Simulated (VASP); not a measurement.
# HfN (I4/mmm) in VASP: notebook

Runs on HfN. Level: PBE. Tasks: single point.

All numbers are computed with VASP 6.6.1; they aren't measurements. Logs are shortened: lines on timing, memory, paths and dates and some standing lists are left out, and cuts for length are marked.

**1. The cell of the first run**

It takes space group I4/mmm (No. 139, tetragonal). Conventional cell: a = 3.131 Å, b = 3.131 Å, c = 4.518 Å, α = 90.00°, β = 90.00°, γ = 90.00°. Within 2.9 Å of Hf (site symmetry 4/mmm) lie 6 N at 2.21 to 2.26 Å. N (site symmetry 4/mmm) has 6 Hf at 2.21 to 2.26 Å within 2.9 Å.

**2. Single point, PBE (strain -0.0200 x Voigt [1, 1, 0, 0, 0, 0])**

File INCAR:

```
SYSTEM = HfN
PREC = Accurate ; ENCUT = 520
EDIFF = 1E-6 ; ISMEAR = 0
SIGMA = 0.15 ; LREAL = .FALSE.
LASPH = .TRUE. ; NELM = 60
ALGO = Normal ; ISIF = 2
LWAVE = .FALSE. ; LCHARG = .TRUE.
GGA = PE ; LELF = .TRUE.
LVHAR = .TRUE. ; NBANDS = 14
```

File KPOINTS:

```
regular mesh
0
G
  18 18 18
  0 0 0
```

File POSCAR:

```
HfN
1.0
    0.0000000000      2.2138200000      2.2590000000
    2.2138200000      0.0000000000      2.2590000000
    2.2138200000      2.2138200000      0.0000000000
Hf N
1 1
Direct
    0.0000000000      0.0000000000      0.0000000000
    0.5000000000      0.5000000000      0.5000000000
```

Potentials or basis: VASP PAW PBE potentials, release 64 (Hf_pv, N).

Command:

```sh
$ cat potpaw_PBE.64/Hf_pv/POTCAR potpaw_PBE.64/N/POTCAR > POTCAR
$ mpirun -np 1 vasp_std > vasp.out
```

OUTCAR:

```text
SYSTEM = HfN
   PREC = Accurate
   ENCUT = 520
   EDIFF = 1E-6
   ISMEAR = 0
   LREAL = .FALSE.
   LASPH = .TRUE.
   NELM = 60
   ISIF = 2
   GGA = PE

 ion  position               nearest neighbor table
   1  0.000  0.000  0.000-   2 2.21   2 2.21   2 2.21   2 2.21   2 2.26   2 2.26
   2  0.500  0.500  0.500-   1 2.21   1 2.21   1 2.21   1 2.21   1 2.26   1 2.26

  LATTYP: Found a body centered tetragonal cell.
 ALAT       =     3.1308142687
 C/A-ratio  =     1.4430750636

  Lattice vectors:

 A1 = (  -2.2138200000,   0.0000000000,   2.2590000000)
 A2 = (   2.2138200000,   0.0000000000,   2.2590000000)
 A3 = (   0.0000000000,   2.2138200000,  -2.2590000000)

Analysis of symmetry for initial positions (statically):
=====================================================================
 Subroutine PRICEL returns:
 Original cell was already a primitive cell.

 Routine SETGRP: Setting up the symmetry group for a
 body centered tetragonal supercell.

 Subroutine GETGRP returns: Found 16 space group operations
 (whereof 16 operations were pure point group operations)
 out of a pool of 16 trial point group operations.

The static configuration has the point symmetry D_4h.

Analysis of symmetry for dynamics (positions and initial velocities):
=====================================================================
 Subroutine PRICEL returns:
 Original cell was already a primitive cell.

 Routine SETGRP: Setting up the symmetry group for a
 body centered tetragonal supercell.

 Subroutine GETGRP returns: Found 16 space group operations
 (whereof 16 operations were pure point group operations)
 out of a pool of 16 trial point group operations.

The dynamic configuration has the point symmetry D_4h.

 Subroutine INISYM returns: Found 16 space group operations
 (whereof 16 operations are pure point group operations),
 and found     1 'primitive' translations

----------------------------------------------------------------------------------------

                                     Primitive cell

  volume of cell :      22.1427

  direct lattice vectors                    reciprocal lattice vectors
     0.000000000  2.213820000  2.259000000    -0.225853954  0.225853954  0.221336875
     2.213820000  0.000000000  2.259000000     0.225853954 -0.225853954  0.221336875
     2.213820000  2.213820000  0.000000000     0.225853954  0.225853954 -0.221336875

  length of vectors
     3.162922698  3.162922698  3.130814269     0.388600089  0.388600089  0.388600089

  position of ions in fractional coordinates (direct lattice)
     0.000000000  0.000000000  0.000000000
     0.500000000  0.500000000  0.500000000

  ion indices of the primitive-cell ions
   primitive index   ion index
                 1           1
                 2           2

----------------------------------------------------------------------------------------

 KPOINTS: regular mesh

Automatic generation of k-mesh.
 Grid dimensions read from file:
 generate k-points for:   18   18   18

 Generating k-lattice:

  Cartesian coordinates                     Fractional coordinates (reciprocal lattice)
    -0.012547442  0.012547442  0.012296493     0.055555556  0.000000000  0.000000000
     0.012547442 -0.012547442  0.012296493     0.000000000  0.055555556  0.000000000
     0.012547442  0.012547442 -0.012296493    -0.000000000 -0.000000000  0.055555556

  Length of vectors
     0.021588894  0.021588894  0.021588894

  Shift w.r.t. Gamma in fractional coordinates (k-lattice)
     0.000000000  0.000000000  0.000000000

 Subroutine IBZKPT returns following result:
 ===========================================

 Found    480 irreducible k-points:

 Following reciprocal coordinates:
            Coordinates               Weight
  0.000000  0.000000  0.000000      1.000000
  0.055556  0.000000  0.000000      8.000000
  0.111111  0.000000  0.000000      8.000000
  0.166667  0.000000  0.000000      8.000000
  0.222222  0.000000  0.000000      8.000000
  0.277778  0.000000  0.000000      8.000000
[... 16 lines left out ...]
 -0.277778  0.055556  0.000000      8.000000
 -0.222222  0.055556  0.000000      8.000000
 [... further k-points ...]
   k-points           NKPTS =    480   k-points in BZ     NKDIM =    480   number of bands    NBANDS=     14
   number of dos      NEDOS =    301   number of ions     NIONS =      2
   total plane-waves  NPLWV =  13824
   dimension x,y,z NGX =    24 NGY =   24 NGZ =   24
   dimension x,y,z NGXF=    48 NGYF=   48 NGZF=   48
   ions per type =               1   1
   NGX,Y,Z   is equivalent  to a cutoff of  12.61, 12.61, 12.74 a.u.
   NGXF,Y,Z  is equivalent  to a cutoff of  25.23, 25.23, 25.49 a.u.
 SYSTEM =  HfN
   PREC   = accura    normal or accurate (medium, high low for compatibility)
   ISTART =      0    job   : 0-new  1-cont  2-samecut
   ICHARG =      2    charge: 1-file 2-atom 10-const
   ISPIN  =      1    spin polarized calculation?
[... 27 lines left out ...]
  Fermi-wavevector in a.u.,A,eV,Ry     =   1.437788  2.717026 28.126446  2.067235
  Thomas-Fermi vector in A             =   2.556827
   LORBIT       =      0    0 simple, 1 ext, 2 COOP (PROOUT), +10 PAW based schemes
   GGA     = PE    functional components
   LHFCALC =     F    Hartree Fock is set to
   AEXX    =    0.0000 exact exchange contribution
   IVDW    =     0    specifies the selected vdW correction
   LEPSILON=     F    determine dielectric tensor
   LRPA    =     F    only Hartree local field effects (RPA)
 non-spin polarized calculation
 Gauss-broadening in eV      SIGMA  =   0.15
  energy-cutoff  :      520.00
  volume of cell :       22.14
 maximum number of plane-waves:       612
   NGX = 11   NGY = 11   NGZ = 11

 number of electron      15.0000001 magnetization

 Free energy of the ion-electron system (eV)
  ---------------------------------------------------
  ext. energy  EPLUGINS =         0.00000000
  ---------------------------------------------------
  free energy    TOTEN  =       -21.69438154 eV

  energy without entropy =      -21.68765483  energy(sigma->0) =      -21.69101819

 E-fermi :   8.7506     XC(G=0): -12.9455

 val. band max:        8.7483033895   @ k =   0.0556   0.0556   0.0000
 cond. band min:       8.7517507569   @ k =  -0.2222   0.3889   0.2222
 fundamental gap:      0.0034473674
 Fermi energy:         8.7506157845

 k-point     1 :       0.0000    0.0000    0.0000
  band No.  band energies     occupation
      1     -22.2537      2.00000
      2     -22.2325      2.00000
      3     -22.2325      2.00000
      4      -9.0029      2.00000
      5       5.6006      2.00000
      6       5.7108      2.00000
      7       5.7108      2.00000
      8       8.2242      2.00000
      9       8.4624      1.99342
     10       8.4624      1.99342
     11      10.3869      0.00000
     12      10.9772      0.00000
     13      11.2259      0.00000
     14      18.4177      0.00000

 k-point     2 :       0.0556    0.0000    0.0000
  band No.  band energies     occupation
      1     -22.2800      2.00000
      2     -22.2474      2.00000
      3     -22.2350      2.00000
      4      -8.9243      2.00000
      5       5.3182      2.00000
      6       5.4588      2.00000
      7       5.5112      2.00000
      8       8.3470      1.99986
      9       8.5585      1.92986
     10       8.5699      1.91161
     11      10.6371      0.00000
     12      11.2385      0.00000
     13      11.4589      0.00000
     14      18.6747      0.00000

 k-point     3 :       0.1111    0.0000    0.0000
  band No.  band energies     occupation
      1     -22.3843      2.00000
      2     -22.2599      2.00000
      3     -22.2421      2.00000
      4      -8.6968      2.00000
      5       4.5537      2.00000
      6       4.9594      2.00000
      7       5.0274      2.00000
      8       8.6163      1.79449
      9       8.7875      0.72784
     10       8.8591      0.30621
     11      11.2986      0.00000
     12      11.9339      0.00000
     13      12.0803      0.00000
     14      19.4017      0.00000
[... 324 lines left out ...]
 k-point    23 :      -0.2778    0.0556    0.0000
  band No.  band energies     occupation
      1     -22.9865      2.00000
      2     -22.3586      2.00000
      3     -22.2713      2.00000
      4      -7.1965      2.00000
      5       1.3808      2.00000
      6       3.0334      2.00000
      7       3.3044      2.00000
      8       9.6591      0.00000
      9      10.4579      0.00000
     10      11.3913      0.00000
     11      13.5082      0.00000
     12      15.3291      0.00000
     13      16.1278      0.00000
     14      21.1448      0.00000

 k-point    24 :      -0.2222    0.0556    0.0000
  band No.  band energies     occupation
      1     -22.8040      2.00000
      2     -22.3386      2.00000
      3     -22.2563      2.00000
      4      -7.6806      2.00000
      5       2.2247      2.00000
      6       3.4720      2.00000
      7       3.7935      2.00000
      8       9.2302      0.00001
      9       9.8019      0.00000
     10      10.6354      0.00000
     11      12.5865      0.00000
     12      14.5828      0.00000
     13      15.0180      0.00000
     14      21.1539      0.00000

 [... further k-points ...]
[... 5 lines left out ...]
  --------------------------------------------------------------------------------------
  -------------------------------------------------------------------------------------
  Total        2.7224304      2.7224304      1.1091662      0.0000000     -0.0000000      0.0000000
  in kB      196.9865285    196.9865285     80.2557893      0.0000000     -0.0000000      0.0000000
  external PRESSURE =     158.0762821 kB  Pullay stress =       0.0000000 kB

 VOLUME and BASIS-vectors are now :
 -----------------------------------------------------------------------------
  energy-cutoff  :      520.00
  volume of cell :       22.14
      direct lattice vectors                 reciprocal lattice vectors
     0.000000000  2.213820000  2.259000000    -0.225853954  0.225853954  0.221336875
     2.213820000  0.000000000  2.259000000     0.225853954 -0.225853954  0.221336875
     2.213820000  2.213820000  0.000000000     0.225853954  0.225853954 -0.221336875

 POSITION                                       TOTAL-FORCE (eV/Angst)
 -----------------------------------------------------------------------------------
      0.00000      0.00000      0.00000         0.000000     -0.000000      0.000000
      2.21382      2.21382      2.25900        -0.000000      0.000000     -0.000000
 -----------------------------------------------------------------------------------
    total drift:                                0.000000     -0.000000     -0.000000

  FREE ENERGIE OF THE ION-ELECTRON SYSTEM (eV)
  ---------------------------------------------------
  free  energy   TOTEN  =       -21.6943815395 eV

  energy  without entropy=      -21.6876548346  energy(sigma->0) =      -21.69101819
```

Run time: 37 s. Hardware: 1 thread of Intel Xeon 6975P-C (Granite Rapids), shared host; peak memory 0.27 GiB.

What came out:

| Item | Value |
| --- | --- |
| Free energy | -21.6944 eV |
| Pressure | 15.8 GPa |

Caveat: the cell differs from its parent crystal (strain -0.0200 x Voigt [1, 1, 0, 0, 0, 0]); spin-orbit coupling is left out, which moves the levels of the heavy elements.

**3. Single point, PBE (strain -0.0150 x Voigt [1, 1, 0, 0, 0, 0])**

File INCAR:

```
ALGO     = Normal         # electronic algorithm
EDIFF    = 1E-7           # SCF threshold, eV
ENCUT    = 520            # plane-wave cutoff, eV
GGA      = PE             # functional
ISIF     = 2              # what is computed and relaxed
ISMEAR   = 0              # smearing method
LASPH    = True           # aspherical terms in the spheres
LCHARG   = True           # write CHGCAR
LELF     = True           # ELF
LREAL    = False          # projectors in reciprocal space
LVHAR    = True         
LWAVE    = False          # write WAVECAR
NBANDS   = 14             # bands
NELM     = 100            # most SCF steps
PREC     = Accurate       # precision mode
SIGMA    = 0.15           # smearing width, eV
```

File KPOINTS:

```
k-points
0
Gamma
  18 18 18
```

File POSCAR:

```
HfN
1.0
    0.0000000000      2.2251150000      2.2590000000
    2.2251150000      0.0000000000      2.2590000000
    2.2251150000      2.2251150000      0.0000000000
Hf N
1 1
Direct
    0.0000000000      0.0000000000      0.0000000000
    0.5000000000      0.5000000000      0.5000000000
```

Potentials or basis: VASP PAW PBE potentials, release 64 (Hf_pv, N).

Command:

```sh
$ cat potpaw_PBE.64/Hf_pv/POTCAR potpaw_PBE.64/N/POTCAR > POTCAR
$ mpirun -np 1 vasp_std > vasp.out
```

Run time: 41 s. Hardware: 1 thread of Intel Xeon 6975P-C (Granite Rapids), shared host; peak memory 0.27 GiB.

The run converged. Its results:

* Free energy: -21.7191 eV
* Pressure: 12.3 GPa

Stress tensor (GPa, compression positive):
```
15.12  0.00  0.00
 0.00 15.12  0.00
 0.00  0.00  6.77
```

Levels at points of the mesh, in eV from the Fermi level:
| k point | band 5 | band 6 | band 7 | band 8 | band 9 | band 10 | band 11 | band 12 |
| --- | --- | --- | --- | --- | --- | --- | --- | --- |
| (0.00, 0.00, 0.00) | -3.12 | -3.04 | -3.04 | -0.48 | -0.30 | -0.30 | 1.71 | 2.16 |
| (0.50, 0.00, 0.00) | -9.06 | -6.35 | -6.33 | 3.42 | 3.81 | 3.93 | 4.59 | 9.00 |
| (0.50, 0.50, 0.00) | -5.51 | -3.92 | -3.66 | -3.66 | 4.27 | 5.76 | 5.76 | 5.96 |
| (0.50, 0.00, 0.50) | -5.35 | -3.96 | -3.77 | -3.69 | 4.24 | 5.65 | 5.88 | 5.98 |

Caveat: the cell differs from its parent crystal (strain -0.0150 x Voigt [1, 1, 0, 0, 0, 0]); spin-orbit coupling is left out, which moves the levels of the heavy elements.

**4. Single point, PBE (strain -0.0100 x Voigt [1, 1, 0, 0, 0, 0])**

File INCAR:

```
PREC     = Accurate       # precision mode
ENCUT    = 520            # plane-wave cutoff, eV
EDIFF    = 1E-6           # SCF threshold, eV
ISMEAR   = 0              # smearing method
SIGMA    = 0.15           # smearing width, eV
LREAL    = F              # projectors in reciprocal space
LASPH    = T              # aspherical terms in the spheres
NELM     = 100            # most SCF steps
ALGO     = Normal         # electronic algorithm
ISIF     = 2              # what is computed and relaxed
LWAVE    = F              # write WAVECAR
LCHARG   = T              # write CHGCAR
GGA      = PE             # functional
LELF     = T              # ELF
LVHAR    = T            
NBANDS   = 14             # bands
```

File KPOINTS:

```
Automatic mesh
0
Gamma
  18 18 18
```

File POSCAR:

```
HfN
1.0
    0.0000000000      2.2364100000      2.2590000000
    2.2364100000      0.0000000000      2.2590000000
    2.2364100000      2.2364100000      0.0000000000
Hf N
1 1
Direct
    0.0000000000      0.0000000000      0.0000000000
    0.5000000000      0.5000000000      0.5000000000
```

Command:

```sh
$ cat potpaw_PBE.64/Hf_pv/POTCAR potpaw_PBE.64/N/POTCAR > POTCAR
$ mpirun -np 1 vasp_std > vasp.out
```

It took 37 s on 1 thread of Intel Xeon 6975P-C (Granite Rapids), shared host; peak memory 0.27 GiB.

The run converged. Its results:

```
Free energy : -21.7377 eV
Pressure    : 9.1 GPa
```

Stress tensor (GPa, compression positive):
```
10.82  0.00  0.00
 0.00 10.82  0.00
 0.00  0.00  5.50
```

Levels at points of the mesh, in eV from the Fermi level:
```
           k point  band 5  band 6  band 7  band 8  band 9  band 10  band 11  band 12
(0.00, 0.00, 0.00)   -3.08   -3.03   -3.03   -0.43   -0.32    -0.32     1.78     2.10
(0.50, 0.00, 0.00)   -9.00   -6.29   -6.28    3.37    3.78     3.85     4.54     8.95
(0.50, 0.50, 0.00)   -5.48   -3.88   -3.67   -3.67    4.21     5.68     5.68     5.84
(0.50, 0.00, 0.50)   -5.37   -3.91   -3.74   -3.69    4.20     5.61     5.76     5.85
```

Caveat: the cell differs from its parent crystal (strain -0.0100 x Voigt [1, 1, 0, 0, 0, 0]); spin-orbit coupling is left out, which moves the levels of the heavy elements.

**5. Single point, PBE (strain +0.0050 x Voigt [1, 1, 0, 0, 0, 0])**

File INCAR:

```
ALGO = Normal
EDIFF = 1E-6
ENCUT = 520
GGA = PE
ISIF = 2
ISMEAR = 0
LASPH = T
LCHARG = F
LREAL = F
LWAVE = F
NBANDS = 14
NELM = 100
PREC = Accurate
SIGMA = 0.15
```

File KPOINTS:

```
k-points
0
Gamma
  18 18 18
```

File POSCAR:

```
HfN
1.0
    0.0000000000      2.2702950000      2.2590000000
    2.2702950000      0.0000000000      2.2590000000
    2.2702950000      2.2702950000      0.0000000000
Hf N
1 1
Direct
    0.0000000000      0.0000000000      0.0000000000
    0.5000000000      0.5000000000      0.5000000000
```

Command:

```sh
$ cat potpaw_PBE.64/Hf_pv/POTCAR potpaw_PBE.64/N/POTCAR > POTCAR
$ mpirun -np 1 vasp_std > vasp.out
```

It took 38 s on 1 thread of Intel Xeon 6975P-C (Granite Rapids), shared host; peak memory 0.27 GiB.

Results (log left out):

| Quantity | Value |
| --- | --- |
| Free energy | -21.7595 eV |
| Pressure | 0.3 GPa |

Stress tensor (GPa, compression positive):
```
-0.49  0.00  0.00
 0.00 -0.49  0.00
 0.00  0.00  1.83
```

Levels at points of the mesh, in eV from the Fermi level:
```
           k point  band 5  band 6  band 7  band 8  band 9  band 10  band 11  band 12
(0.00, 0.00, 0.00)   -3.02   -3.02   -3.00   -0.35   -0.35    -0.30     1.68     1.91
(0.50, 0.00, 0.00)   -8.82   -6.13   -6.13    3.24    3.64     3.68     4.38     8.66
(0.50, 0.50, 0.00)   -5.38   -3.77   -3.70   -3.70    4.05     5.45     5.45     5.48
(0.50, 0.00, 0.50)   -5.43   -3.75   -3.69   -3.67    4.05     5.42     5.48     5.49
```

Caveat: the cell differs from its parent crystal (strain +0.0050 x Voigt [1, 1, 0, 0, 0, 0]); spin-orbit coupling is left out, which moves the levels of the heavy elements.

**6. Single point, PBE (strain +0.0200 x Voigt [1, 1, 0, 0, 0, 0])**

File INCAR:

```
ALGO     = Normal         # electronic algorithm
EDIFF    = 1E-7           # SCF threshold, eV
ENCUT    = 520            # plane-wave cutoff, eV
GGA      = PE             # functional
ISIF     = 2              # what is computed and relaxed
ISMEAR   = 0              # smearing method
LASPH    = True           # aspherical terms in the spheres
LCHARG   = True           # write CHGCAR
LELF     = True           # ELF
LREAL    = False          # projectors in reciprocal space
LVHAR    = True         
LWAVE    = False          # write WAVECAR
NBANDS   = 14             # bands
NELM     = 100            # most SCF steps
PREC     = Accurate       # precision mode
SIGMA    = 0.15           # smearing width, eV
```

KPOINTS is that of step 5.

File POSCAR:

```
HfN
1.0
    0.0000000000      2.3041800000      2.2590000000
    2.3041800000      0.0000000000      2.2590000000
    2.3041800000      2.3041800000      0.0000000000
Hf N
1 1
Direct
    0.0000000000      0.0000000000      0.0000000000
    0.5000000000      0.5000000000      0.5000000000
```

Potentials or basis: VASP PAW PBE potentials, release 64 (Hf_pv, N).

Command:

```sh
$ cat potpaw_PBE.64/Hf_pv/POTCAR potpaw_PBE.64/N/POTCAR > POTCAR
$ mpirun -np 1 vasp_std > vasp.out
```

It took 40 s on 1 thread of Intel Xeon 6975P-C (Granite Rapids), shared host; peak memory 0.28 GiB.

Results (log left out):

```yaml
Free_energy: -21.7369 eV
Pressure: -7.0 GPa
```

Stress tensor (GPa, compression positive):
```
-9.75  0.00  0.00
 0.00 -9.75  0.00
 0.00  0.00 -1.62
```

Levels at points of the mesh, in eV from the Fermi level:
```
           k point  band 6  band 7  band 8  band 9  band 10  band 11
(0.00, 0.00, 0.00)   -3.00   -2.92   -0.39   -0.39    -0.18     1.27
(0.50, 0.00, 0.00)   -5.99   -5.98    3.10    3.46     3.58     4.22
(0.50, 0.50, 0.00)   -3.72   -3.72   -3.67    3.90     5.13     5.23
(0.50, 0.00, 0.50)   -3.67   -3.61   -3.59    3.84     5.09     5.20
```

Caveat: the cell differs from its parent crystal (strain +0.0200 x Voigt [1, 1, 0, 0, 0, 0]); spin-orbit coupling is left out, which moves the levels of the heavy elements.

**7. Summary**

```tsv
cell	gap on the mesh (eV)	pressure (GPa)
a = 3.163, b = 3.163, c = 3.131 Å, angles 60.3, 60.3, 59.3°, 2 atoms	none	15.8
a = 3.171, b = 3.171, c = 3.147 Å, angles 60.3, 60.3, 59.5°, 2 atoms	none	12.3
a = 3.179, b = 3.179, c = 3.163 Å, angles 60.2, 60.2, 59.7°, 2 atoms	none	9.1
a = 3.203, b = 3.203, c = 3.211 Å, angles 59.9, 59.9, 60.2°, 2 atoms	none	0.3
a = 3.227, b = 3.227, c = 3.259 Å, angles 59.7, 59.7, 60.7°, 2 atoms	none	-7.0
```

Alike in all rows: task single point; level PBE; potentials or basis VASP PAW PBE potentials, release 64 (Hf_pv, N); no spin polarisation; k mesh 18 × 18 × 18; cutoff (eV) 520; smearing gaussian 0.15 eV.

Caveats: spin-orbit coupling is left out, which moves the levels of the heavy elements.

Total energies depend on the potentials used, so only differences within one code and one set of settings carry meaning.
